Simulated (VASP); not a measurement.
GaN, 2 atoms in the cell. It takes space group Cm (No. 8, monoclinic). Conventional cell: a = 5.520 Å, b = 3.187 Å, c = 3.187 Å, α = 90.00°, β = 125.26°, γ = 90.00°. Ga (site symmetry m) has 4 N at 1.83 to 2.08 Å within 2.4 Å. Within 2.4 Å of N (site symmetry m) lie 4 Ga at 1.83 to 2.08 Å.  This cell differs from its parent crystal: atom 1 (Ga) moved by (-0.150, +0.000) A along [1 1 0] and z.

- Program: VASP 6.6.1
- Task: single point
- Functional: r2SCAN
- Potentials or basis: VASP PAW PBE potentials, release 64 (Ga_d, N)
- Cutoff: 520 eV
- k mesh: 10 × 10 × 10
- Occupations: gaussian, width 0.05 eV
- Spin: no spin polarisation
- Dipole correction: no
- Further INCAR settings: ALGO = Normal; EDIFF = 1e-06; NBANDS = 16

Potentials or basis: VASP PAW PBE potentials, release 64 (Ga_d, N).

The run is started by

```bash
$ cat potpaw_PBE.64/Ga_d/POTCAR potpaw_PBE.64/N/POTCAR > POTCAR
$ cp INCAR.step1 INCAR
$ mpirun -np 1 vasp_std > vasp.out
$ cp INCAR.step2 INCAR
$ mpirun -np 1 vasp_std > vasp.out
```

Hardware: 1 thread of Intel(R) Xeon(R) Platinum 8488C (Sapphire Rapids), with other jobs on the host.

Task: Estimate the wall time of this run.

Result: Run time: 2.2 min on 1 thread of Intel(R) Xeon(R) Platinum 8488C (Sapphire Rapids), on a shared host, peak memory 0.22 GiB. Counts: k points 282.
